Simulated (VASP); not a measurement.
Set up this calculation in VASP 6.6.1, as the native input.

```yaml
Task: relaxation of cell and atoms
Functional: PBE
Potentials_or_basis: VASP PAW PBE potentials, release 64 (Sr_sv, Ti_sv, O)
Cutoff: 600 eV
k_mesh: 8 × 8 × 8
Occupations: gaussian, width 0.02 eV
Spin: no spin polarisation
Dipole_correction: no
Further_INCAR_settings: ALGO = Normal; EDIFF = 1e-07; IBRION = 2; EDIFFG = -0.003; NSW = 50; ISIF = 3
```

The structure of SrTiO3 lies in POSCAR:

```
SrTiO3
1.0
    3.9521497445      0.0000000000      0.0000000000
    0.0000000000      3.9521497445      0.0000000000
    0.0000000000      0.0000000000      3.9521497445
Sr Ti O
1 1 3
Direct
    0.5000000000      0.5000000000      0.5000000000
    0.0000000000      0.0000000000      0.0000000000
    0.5000000000      0.0000000000      0.0000000000
    0.0000000000      0.5000000000      0.0000000000
    0.0000000000      0.0000000000      0.5000000000
```

The input as run:

INCAR

```
SYSTEM = SrTiO3
PREC = Accurate
ENCUT = 600
EDIFF = 1E-7
ISMEAR = 0
SIGMA = 0.02
LREAL = .False.
LASPH = .True.
NELM = 120
ALGO = Normal
ISIF = 3
LWAVE = .False.
LCHARG = .False.
GGA = PE
IBRION = 2
NSW = 50
EDIFFG = -0.003
GGA_COMPAT = .False.
NELMIN = 4
```

KPOINTS

```
Automatic mesh
0
Gamma
  8 8 8
  0 0 0
```

Potentials or basis: VASP PAW PBE potentials, release 64 (Sr_sv, Ti_sv, O).

Command:

```console
$ cat potpaw_PBE.64/Sr_sv/POTCAR potpaw_PBE.64/Ti_sv/POTCAR potpaw_PBE.64/O/POTCAR > POTCAR
$ mpirun -np 1 vasp_std > vasp.out
```

It gave:

```
Relaxed volume                        : 12.23 Å³/atom
Relaxed cell                          : a = 3.940 Å, b = 3.940 Å, c = 3.940 Å, α = 90.00°, β = 90.00°, γ = 90.00°
Space group after relaxing (to 0.1 Å) : Pm-3m (No. 221)
Energy gained by relaxing             : 0.6 meV/atom
Ionic steps                           : 3
Pressure after relaxing               : 0.0 GPa
Band gap on the k mesh                : 1.81 eV (least direct gap 2.18 eV)
```

Wall time 68 s on 1 thread of Intel(R) Xeon(R) 6975P-C (Granite Rapids), with other jobs on the host, peak memory 0.23 GiB.
